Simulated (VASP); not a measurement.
Crystal: KCl.

```
K Cl
1.0
     0.00000    3.18918    3.18918
     3.18918    0.00000    3.18918
     3.18918    3.18918    0.00000
K Cl
1 1
Direct
  0.00000 0.00000 0.00000
  0.50000 0.50000 0.50000
```

| Property | Result |
| --- | --- |
| Program | VASP 6.6.1 |
| Task | relaxation of cell and atoms |
| Functional | LDA |
| Potentials or basis | VASP PAW LDA potentials, release 64 (K_sv, Cl) |
| Cutoff | 500 eV |
| k mesh | 6 × 6 × 6 |
| Occupations | gaussian, width 0.02 eV |
| Spin | no spin polarisation |

At the start: pressure -2.4 GPa; volume 32.44 Å³/atom.

Problem. How do energy, volume and symmetry change on relaxing?

Solution. Over 4 steps the energy falls by 37.4 meV/atom and the volume is 28.14 Å³/atom (-13.2 %); space group Fm-3m (No. 225, to 0.1 Å) before and after.

Step by step:
```
step  energy change (eV)  largest force (eV/Å)  pressure (GPa)  volume (Å³)
   1              0.0000                0.0000           -2.43        64.87
   2             -0.0556                0.0000           -1.43        60.36
   3             -0.0745                0.0000           -0.19        56.77
   4             -0.0748                0.0000            0.02        56.28
```

Final structure:
```xyz
2
Lattice="0.0000 3.0417 3.0417 3.0417 0.0000 3.0417 3.0417 3.0417 0.0000" Properties=species:S:1:pos:R:3 pbc="T T T"
K     3.0417    6.0833    3.0417
Cl    3.0417    3.0417    3.0417
```
